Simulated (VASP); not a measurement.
Ca:

```
Ca
1.0
    -2.24000    2.24000    2.24000
     2.24000   -2.24000    2.24000
     2.24000    2.24000   -2.24000
Ca
1
Direct
  0.00000 0.00000 0.00000
```

This isn't the form of Ca at room conditions, which is fcc.

| Item | Value |
| --- | --- |
| Program | VASP 6.6.1 |
| Task | relaxation of cell and atoms |
| Functional | PBEsol |
| Potentials or basis | VASP PAW PBE potentials, release 64 (Ca_sv) |
| Cutoff | 500 eV |
| k mesh | 7 × 7 × 7 |
| Occupations | gaussian, width 0.05 eV |
| Spin | no spin polarisation |

At the start: pressure -1.5 GPa; volume 44.96 Å³/atom.

Problem. How do energy, volume and symmetry change on relaxing?

Solution. Over 3 steps the energy falls by 22.1 meV/atom and the volume is 40.59 Å³/atom (-9.7 %); space group Im-3m (No. 229, to 0.1 Å) before and after.

Step by step:
```tsv
step	energy change (eV)	largest force (eV/Å)	pressure (GPa)	volume (Å³)
1	0.0000	0.0000	-1.47	44.96
2	-0.0180	0.0000	-0.70	42.33
3	-0.0221	0.0000	-0.03	40.59
```

Final structure:
```
Ca
1.0
    -2.16495    2.16495    2.16495
     2.16495   -2.16495    2.16495
     2.16495    2.16495   -2.16495
Ca
1
Direct
  0.00000 0.00000 0.00000
```

Caveat: the PAW data sets were made with another functional, which shifts forces and pressure a little.
